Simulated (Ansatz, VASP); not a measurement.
## One calculation of BN, two programs

INCAR

```
ALGO     = Normal         # electronic algorithm
DIPOL    = 0.5 0.5 0.500
EDIFF    = 1E-6           # SCF threshold, eV
EDIFFG   = -0.02          # ionic threshold
ENCUT    = 520            # plane-wave cutoff, eV
GGA      = PS             # functional
IBRION   = 2              # ionic algorithm
IDIPOL   = 3            
ISIF     = 2              # what is computed and relaxed
ISMEAR   = 0              # smearing method
LASPH    = True           # aspherical terms in the spheres
LCHARG   = False          # write CHGCAR
LDIPOL   = True         
LREAL    = False          # projectors in reciprocal space
LWAVE    = False          # write WAVECAR
NELM     = 80             # most SCF steps
NSW      = 80             # ionic steps
PREC     = Accurate       # precision mode
SIGMA    = 0.05           # smearing width, eV
```

The input KPOINTS:

```
k-points
0
Gamma
  12 12 1
```

Contents of POSCAR:

```
BN
1.0
    2.5043488730      0.0000000000      0.0000000000
   -1.2521744365      2.1688297439      0.0000000000
    0.0000000000      0.0000000000     25.5286415822
B N
4 4
Direct
    0.6666666667      0.3333333333      0.2937876650
    0.3333333333      0.6666666667      0.4312625550
    0.6666666667      0.3333333333      0.5687374450
    0.3333333333      0.6666666667      0.7062123350
    0.3333333333      0.6666666667      0.2937876650
    0.6666666667      0.3333333333      0.4312625550
    0.3333333333      0.6666666667      0.5687374450
    0.6666666667      0.3333333333      0.7062123350
```

Input for Ansatz:

```yaml
crystal:
  lattice:
    - [2.504348873, 0.0, 0.0]
    - [-1.2521744365, 2.1688297439, 0.0]
    - [0.0, 0.0, 25.5286415822]
  atoms:
    - { symbol: B, position: [0.6666666667, 0.3333333333, 0.293787665] }
    - { symbol: "N", position: [0.3333333333, 0.6666666667, 0.293787665] }
    - { symbol: B, position: [0.3333333333, 0.6666666667, 0.431262555] }
    - { symbol: "N", position: [0.6666666667, 0.3333333333, 0.431262555] }
    - { symbol: B, position: [0.6666666667, 0.3333333333, 0.568737445] }
    - { symbol: "N", position: [0.3333333333, 0.6666666667, 0.568737445] }
    - { symbol: B, position: [0.3333333333, 0.6666666667, 0.706212335] }
    - { symbol: "N", position: [0.6666666667, 0.3333333333, 0.706212335] }
basis:
  ecutwfc: 420
kpoints:
  mp_grid: { grid: [12, 12, 1] }
hamiltonian:
  xc: pbesol
scf:
  occupations: { method: gaussian, width: 0.05 }
output:
  forces: true
  eigenvalues: true
  write_density: true
  write_potential: true
  elf: true
  volumetric_format: npy
relax:
  adjacent_minimum: "off"
  f_tol: 0.02
  max_steps: 60
efield:
  axis: 3
  dipole_correction: true
  ramp_width: 0.04
```

Alike in both runs: task relaxation of the atoms; functional PBEsol; k mesh 12 × 12 × 1; occupations gaussian, width 0.05 eV; no spin polarisation.

|  | VASP | Ansatz |
| --- | --- | --- |
| version | VASP 6.6.1 | Ansatz 0.2.0 |
| potentials or method | VASP PAW PBE potentials, release 64 (B, N), cutoff 520 eV | scalar-relativistic, plane waves, PAW |
| valence electrons in the cell | 32 | 32 |

```csv
,VASP,Ansatz,Ansatz less VASP
"gap on the k mesh at the Fermi level, each at its own relaxed structure (eV)",4.31,4.32,+0.010
```

VASP's potentials were made for PBE, not for PBEsol. Ansatz's warnings: xc potential rough in thin density.
